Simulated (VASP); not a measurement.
A run of VASP 6.6.1 is set up as follows.

Contents of INCAR:

```
SYSTEM = KF
PREC = Accurate
ENCUT = 520
EDIFF = 1E-6
ISMEAR = 0
SIGMA = 0.05
LREAL = .False.
LASPH = .True.
NELM = 80
ALGO = Normal
ISIF = 2
LWAVE = .False.
LCHARG = .True.
LELF = .True.
LVHAR = .True.
NBANDS = 15
```

Contents of KPOINTS:

```
regular mesh
0
Gamma
  8 8 8
  0 0 0
```

POSCAR

```
KF
1.0
    0.0000000000      2.5817196783      2.3880907024
    2.6720798670      0.0000000000      2.3880907024
    2.6720798670      2.5817196783      0.0000000000
K F
1 1
Direct
    0.0000000000      0.0000000000      0.0000000000
    0.5000000000      0.5000000000      0.5000000000
```

Potentials or basis: VASP PAW LDA potentials, release 64 (K_sv, F).

The run is started by

```console
$ cat potpaw_LDA.64/K_sv/POTCAR potpaw_LDA.64/F/POTCAR > POTCAR
$ mpirun -np 1 vasp_std > vasp.out
```

Problem. Estimate the pressure.

Solution. 3.9 GPa.

Problem. Estimate the band gap on the k mesh.

Solution. 6.24 eV, indirect (least direct gap 6.27 eV).

Stress tensor (GPa, compression positive):
```
-1.35  0.00  0.00
 0.00  1.22  0.00
 0.00  0.00 11.92
```

Caveat: the cell differs from its parent crystal (normal strain along x +0.0350, normal strain along z -0.0750). A k mesh can miss the band edges.
